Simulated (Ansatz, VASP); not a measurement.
# One calculation of AgCl, two programs

```xyz
2
Lattice="0.0000 2.6623 2.6623 2.6623 0.0000 2.6623 2.6623 2.6623 0.0000" Properties=species:S:1:pos:R:3 pbc="T T T"
Ag    0.0000    0.0000    0.0000
Cl    2.6623    2.6623    2.6623
```

Change from the starting cell: hydrostatic strain -4.0%.

Alike in both runs: task single point; functional PBE; k mesh 8 × 8 × 8; occupations fermi-dirac, width 0.02 eV; no spin polarisation.

|  | VASP | Ansatz |
| --- | --- | --- |
| version | VASP 6.6.1 | Ansatz 0.2.0 |
| potentials or method | VASP PAW PBE potentials, release 64 (Ag, Cl) | plane waves, PAW |
| plane-wave cutoff (eV) | 520 | 420 |
| valence electrons in the cell | 18 | 26 |

VASP gave:

| Property | Result |
| --- | --- |
| gap on the k mesh at the Fermi level (eV) | 0.91 |
| pressure (GPa) | 9.8 |

Problem. Which values does Ansatz return?

Solution. gap on the k mesh at the Fermi level (eV): 0.92; pressure (GPa): 10.0.

VASP's potentials hold 18 valence electrons a cell and Ansatz's 26, so a difference there can come from the potentials and not from the codes.
